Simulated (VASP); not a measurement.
# MoS2 in VASP: single point with PBEsol+D3(BJ)

Aim: the single point of MoS2 with PBEsol+D3(BJ).

All numbers are computed with VASP 6.6.1; they aren't measurements. Logs are shortened: lines on timing, memory, paths and dates and some standing lists are left out, and cuts for length are marked.

## 1. The cell of the first run

The cell holds a sheet with vacuum, 3 atoms: a = 3.117 Å, b = 3.117 Å, c = 30.040 Å, α = 90.00°, β = 90.00°, γ = 120.00°.

## 2. Single point, PBEsol+D3(BJ)

The input, INCAR:

```
PREC     = Accurate       # precision mode
ENCUT    = 400            # plane-wave cutoff, eV
EDIFF    = 1E-6           # SCF threshold, eV
ISMEAR   = 0              # smearing method
SIGMA    = 0.03           # smearing width, eV
LREAL    = False          # projectors in reciprocal space
LASPH    = True           # aspherical terms in the spheres
NELM     = 120            # most SCF steps
ALGO     = Normal         # electronic algorithm
ISIF     = 2              # what is computed and relaxed
LWAVE    = False          # write WAVECAR
LCHARG   = False          # write CHGCAR
LDIPOL   = True         
IDIPOL   = 3            
DIPOL    = 0.5 0.5 0.285
GGA      = PS             # functional
IVDW     = 12             # dispersion correction
NBANDS   = 20             # bands
GGA_COMPAT= False        
NELMDL   = -8
```

The input, KPOINTS:

```
Automatic mesh
0
Gamma
  12 12 1
```

The input, POSCAR:

```
MoS2
1.0
    3.1167676588      0.0000000000      0.0000000000
   -1.5583838294      2.6991999702      0.0000000000
    0.0000000000      0.0000000000     30.0399999981
S Mo
2 1
Direct
    0.6666666667      0.3333333333      0.2328852621
    0.6666666667      0.3333333333      0.3370215289
    0.3333333333      0.6666666667      0.2849533955
```

Potentials or basis: VASP PAW PBE potentials, release 64 (S, Mo_sv).

Command:

```bash
> cat potpaw_PBE.64/S/POTCAR potpaw_PBE.64/Mo_sv/POTCAR > POTCAR
> mpirun -np 1 vasp_std > vasp.out
```

OUTCAR:

```text
PREC = Accurate
   ENCUT = 400
   EDIFF = 1E-6
   ISMEAR = 0
   LREAL = False
   LASPH = True
   NELM = 120
   ISIF = 2
   GGA = PS
   IVDW = 12
   NELMDL = -8
 IVDW          = 12

 ion  position               nearest neighbor table
   1  0.667  0.333  0.233-   3 2.38   3 2.38   3 2.38
   2  0.667  0.333  0.337-   3 2.38   3 2.38   3 2.38
   3  0.333  0.667  0.285-   1 2.38   2 2.38   1 2.38   2 2.38   1 2.38   2 2.38

  LATTYP: Found a hexagonal cell.
 ALAT       =     3.1167676588
 C/A-ratio  =     9.6381903583

  Lattice vectors:

 A1 = (   3.1167676588,   0.0000000000,   0.0000000000)
 A2 = (  -1.5583838294,   2.6991999702,   0.0000000000)
 A3 = (   0.0000000000,   0.0000000000,  30.0399999981)

Analysis of symmetry for initial positions (statically):
=====================================================================
 Subroutine PRICEL returns:
 Original cell was already a primitive cell.

 Routine SETGRP: Setting up the symmetry group for a
 hexagonal supercell.

 Subroutine GETGRP returns: Found 12 space group operations
 (whereof  6 operations were pure point group operations)
 out of a pool of 24 trial point group operations.

The static configuration has the point symmetry C_3v.
 The point group associated with its full space group is D_3h.

Analysis of symmetry for dynamics (positions and initial velocities):
=====================================================================
 Subroutine PRICEL returns:
 Original cell was already a primitive cell.

 Routine SETGRP: Setting up the symmetry group for a
 hexagonal supercell.

 Subroutine GETGRP returns: Found 12 space group operations
 (whereof  6 operations were pure point group operations)
 out of a pool of 24 trial point group operations.

The dynamic configuration has the point symmetry C_3v.
 The point group associated with its full space group is D_3h.

 Subroutine INISYM returns: Found 12 space group operations
 (whereof  6 operations are pure point group operations),
 and found     1 'primitive' translations

----------------------------------------------------------------------------------------

                                     Primitive cell

  volume of cell :     252.7199

  direct lattice vectors                    reciprocal lattice vectors
     3.116767659  0.000000000  0.000000000     0.320845218  0.185240073  0.000000000
    -1.558383829  2.699199970  0.000000000     0.000000000  0.370480146  0.000000000
     0.000000000  0.000000000 30.039999998     0.000000000  0.000000000  0.033288948

  length of vectors
     3.116767659  3.116767659 30.039999998     0.370480146  0.370480146  0.033288948

  position of ions in fractional coordinates (direct lattice)
     0.666666667  0.333333333  0.232885262
     0.666666667  0.333333333  0.337021529
     0.333333333  0.666666667  0.284953395

  ion indices of the primitive-cell ions
   primitive index   ion index
                 1           1
                 2           2
                 3           3

----------------------------------------------------------------------------------------

 KPOINTS: Automatic mesh

Automatic generation of k-mesh.
 Grid dimensions read from file:
 generate k-points for:   12   12    1

 Generating k-lattice:

  Cartesian coordinates                     Fractional coordinates (reciprocal lattice)
     0.026737102  0.015436673  0.000000000     0.083333333 -0.000000000  0.000000000
     0.000000000  0.030873346  0.000000000     0.000000000  0.083333333  0.000000000
     0.000000000  0.000000000  0.033288948     0.000000000  0.000000000  1.000000000

  Length of vectors
     0.030873346  0.030873346  0.033288948

  Shift w.r.t. Gamma in fractional coordinates (k-lattice)
     0.000000000  0.000000000  0.000000000

 Subroutine IBZKPT returns following result:
 ===========================================

 Found     19 irreducible k-points:

 Following reciprocal coordinates:
            Coordinates               Weight
  0.000000  0.000000  0.000000      1.000000
  0.083333  0.000000  0.000000      6.000000
  0.166667  0.000000  0.000000      6.000000
  0.250000  0.000000  0.000000      6.000000
  0.333333  0.000000  0.000000      6.000000
  0.416667  0.000000  0.000000      6.000000
[... 11 lines left out ...]
  0.333333  0.250000  0.000000     12.000000
  0.333333  0.333333  0.000000      2.000000
   k-points           NKPTS =     19   k-points in BZ     NKDIM =     19   number of bands    NBANDS=     20
   number of dos      NEDOS =    301   number of ions     NIONS =      3
   total plane-waves  NPLWV =  78400
   dimension x,y,z NGX =    20 NGY =   20 NGZ =  196
   dimension x,y,z NGXF=    40 NGYF=   40 NGZF=  392
   ions per type =               2   1
   NGX,Y,Z   is equivalent  to a cutoff of  10.67, 10.67, 10.85 a.u.
   NGXF,Y,Z  is equivalent  to a cutoff of  21.34, 21.34, 21.69 a.u.
 SYSTEM =  unknown system
   PREC   = accura    normal or accurate (medium, high low for compatibility)
   ISTART =      0    job   : 0-new  1-cont  2-samecut
   ICHARG =      2    charge: 1-file 2-atom 10-const
   ISPIN  =      1    spin polarized calculation?
   LNONCOLLINEAR =      F non collinear calculations
   LSORBIT =      F    spin-orbit coupling
   LASPH  =      T    aspherical Exc in radial PAW
   ENCUT  =  400.0 eV  29.40 Ry    5.42 a.u.   5.08  5.08 48.99*2*pi/ulx,y,z
   NELM   =    120;   NELMIN=  2; NELMDL= -8     # of ELM steps
   EDIFF  = 0.1E-05   stopping-criterion for ELM
   LREAL  =      F    real-space projection
   EDIFFG = 0.1E-04   stopping-criterion for IOM
   NSW    =      0    number of steps for IOM
   IBRION =     -1    ionic relax: 0-MD 1-quasi-New 2-CG
   NFREE  =      0    steps in history (QN), initial steepest desc. (CG)
   ISIF   =      2    stress and relaxation
   ISYM   =      2    0-nonsym 1-usesym 2-fastsym
   POTIM  = 0.5000    time-step for ionic-motion
   TEBEG  =    0.0;   TEEND  =   0.0 temperature during run
   PSTRESS=    0.0 pullay stress
   NELECT =      26.0000    total number of electrons
   NUPDOWN=      -1.0000    fix difference up-down
   EMIN   =  10.00;   EMAX   =-10.00  energy-range for DOS
   EFERMI =   0.00;   METHOD = LEGACY
   ISMEAR =     0;   SIGMA  =   0.03  broadening in eV -4-tet -1-fermi 0-gaus
   EFERMI_NEDOS =   21; number of points for ismear=-14 and -15
   IALGO  =     38    algorithm
   IMIX   =      4    mixing-type and parameters
     AMIX     =   0.40;   BMIX     =  1.00
     AMIX_MAG =   1.60;   BMIX_MAG =  1.00
  volume/ion in A,a.u.               =      84.24       568.48
  Fermi-wavevector in a.u.,A,eV,Ry     =   0.767101  1.449612  8.006275  0.588445
  Thomas-Fermi vector in A             =   1.867585
   LORBIT       =      0    0 simple, 1 ext, 2 COOP (PROOUT), +10 PAW based schemes
   GGA     = PS    functional components
   LHFCALC =     F    Hartree Fock is set to
   AEXX    =    0.0000 exact exchange contribution
   IVDW    =    12    specifies the selected vdW correction
   LEPSILON=     F    determine dielectric tensor
   LRPA    =     F    only Hartree local field effects (RPA)
 non-spin polarized calculation
 Gauss-broadening in eV      SIGMA  =   0.03
  energy-cutoff  :      400.00
  volume of cell :      252.72
 maximum number of plane-waves:      4627
   NGX = 11   NGY = 11   NGZ = 97

 dipolmoment           0.000000      0.000000     -0.000006 electrons x Angstroem

 number of electron      26.0000002 magnetization

 dipolmoment           0.000000      0.000000      0.000003 electrons x Angstroem

 Free energy of the ion-electron system (eV)
  ---------------------------------------------------
  ext. energy  EPLUGINS =         0.00000000
  ---------------------------------------------------
  free energy    TOTEN  =       -23.41704777 eV

  energy without entropy =      -23.41704777  energy(sigma->0) =      -23.41704777

 E-fermi :  -2.8931     XC(G=0):  -2.6212

 val. band max:       -3.2266777711   @ k =   0.3333   0.3333   0.0000
 cond. band min:      -1.3254907437   @ k =   0.3333   0.3333   0.0000
 fundamental gap:      1.9011870274
 Fermi energy:        -2.8931287020

 k-point     1 :       0.0000    0.0000    0.0000
  band No.  band energies     occupation
      1     -63.9052      2.00000
      2     -38.1389      2.00000
      3     -37.8422      2.00000
      4     -37.8422      2.00000
      5     -17.5328      2.00000
      6     -16.1749      2.00000
[... 12 lines left out ...]
     19       2.3773      0.00000
     20       2.7446      0.00000

 k-point     2 :       0.0833    0.0000    0.0000
  band No.  band energies     occupation
      1     -63.9018      2.00000
      2     -38.1325      2.00000
      3     -37.8744      2.00000
      4     -37.8494      2.00000
      5     -17.4194      2.00000
      6     -16.1278      2.00000
[... 12 lines left out ...]
     19       2.5196      0.00000
     20       2.8950      0.00000

 k-point     3 :       0.1667    0.0000    0.0000
  band No.  band energies     occupation
      1     -63.8927      2.00000
      2     -38.1150      2.00000
      3     -37.9619      2.00000
      4     -37.8693      2.00000
      5     -17.0965      2.00000
      6     -15.9938      2.00000
[... 12 lines left out ...]
     19       2.9361      0.00000
     20       3.3248      0.00000

 k-point     4 :       0.2500    0.0000    0.0000
  band No.  band energies     occupation
      1     -63.8801      2.00000
      2     -38.0909      2.00000
      3     -38.0797      2.00000
      4     -37.8962      2.00000
      5     -16.6157      2.00000
      6     -15.7959      2.00000
[... 314 lines left out ...]
 k-point    18 :       0.3333    0.2500    0.0000
  band No.  band energies     occupation
      1     -63.8503      2.00000
      2     -38.2289      2.00000
      3     -38.0861      2.00000
      4     -38.0339      2.00000
      5     -15.2001      2.00000
      6     -15.1869      2.00000
[... 12 lines left out ...]
     19       5.0970      0.00000
     20       6.1655      0.00000

 k-point    19 :       0.3333    0.3333    0.0000
  band No.  band energies     occupation
      1     -63.8486      2.00000
      2     -38.1935      2.00000
      3     -38.1411      2.00000
      4     -38.0306      2.00000
      5     -15.1381      2.00000
      6     -15.1084      2.00000
[... 12 lines left out ...]
     19       4.3906      0.00000
     20       6.4561      0.00000

------------------------ aborting loop because EDIFF is reached ----------------------------------------

 vacuum level on the upper side and lower side of the slab       (xc-potential included)        -0.007        -0.008

 Edisp (eV)   -0.74972

 E8    (eV) :    -0.4918

  FORCE on cell =-STRESS in cart. coord.  units (eV):
  Direction    XX          YY          ZZ          XY          YZ          ZX
  --------------------------------------------------------------------------------------
  -------------------------------------------------------------------------------------
  Total      -0.08761    -0.08761    -0.10936     0.00000     0.00000    -0.00000
  in kB      -0.55540    -0.55540    -0.69334     0.00000     0.00000    -0.00000
  external pressure =       -0.60 kB  Pullay stress =        0.00 kB

 VOLUME and BASIS-vectors are now :
 -----------------------------------------------------------------------------
  energy-cutoff  :      400.00
  volume of cell :      252.72
      direct lattice vectors                 reciprocal lattice vectors
     3.116767659  0.000000000  0.000000000     0.320845218  0.185240073  0.000000000
    -1.558383829  2.699199970  0.000000000     0.000000000  0.370480146  0.000000000
     0.000000000  0.000000000 30.039999998     0.000000000  0.000000000  0.033288948

 POSITION                                       TOTAL-FORCE (eV/Angst)
 -----------------------------------------------------------------------------------
      1.55838      0.89973      6.99587        -0.000000     -0.000000     -0.001930
      1.55838      0.89973     10.12413         0.000000     -0.000000      0.001930
     -0.00000      1.79947      8.56000         0.000000      0.000000      0.000000
 -----------------------------------------------------------------------------------
    total drift:                                0.000001     -0.000001      0.000044

  FREE ENERGIE OF THE ION-ELECTRON SYSTEM (eV)
  ---------------------------------------------------
  free  energy   TOTEN  =       -24.1667649331 eV

  energy  without entropy=      -24.1667649331  energy(sigma->0) =      -24.16676493

 vacuum level on the upper side and lower side of the slab         2.673         2.673
```

It took 2.4 min on 1 thread of Intel Xeon 8259CL, shared host; peak memory 0.3 GiB.

What came out:

```yaml
Free_energy: -24.1668 eV
Band_gap_on_the_k_mesh: 1.90 eV
Dispersion_energy_per_atom: -0.250 eV
```

Caveat: the PAW data sets were made with another functional, which shifts forces and pressure a little.
